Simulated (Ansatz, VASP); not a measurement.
# One calculation of NaCl, two programs

```
CELL_PARAMETERS angstrom
6.75853 0.00000 0.00000
-3.37926 5.85306 0.00000
0.00000 0.00000 5.02200
ATOMIC_POSITIONS crystal
Na 0.00000 0.00000 0.50000
Cl 0.00000 0.00000 0.00000
```

Alike in both runs: functional PBE; k mesh 6 × 6 × 6; occupations gaussian, width 0.02 eV; no spin polarisation.

Ansatz relaxed the structure, and its values are those at the end. VASP's run is a single point on that final structure, the one shown.

```csv
,VASP,Ansatz
version,VASP 6.6.1,Ansatz 0.2.0
potentials or method,"VASP PAW PBE potentials, release 64 (Na_pv, Cl), cutoff 520 eV","scalar-relativistic, plane waves, PAW"
valence electrons in the cell,14,16
```

VASP gave:

- gap on the k mesh at the Fermi level (eV): 4.37
- least direct gap on the mesh (eV): 4.40
- pressure (GPa): 0.0

Q: Which values does Ansatz return?

A: gap on the k mesh at the Fermi level (eV): 4.38; least direct gap on the mesh (eV): 4.41; pressure (GPa): 0.0.

VASP's potentials hold 14 valence electrons a cell and Ansatz's 16, so a difference there can come from the potentials and not from the codes. Ansatz's warnings: xc potential rough in thin density.
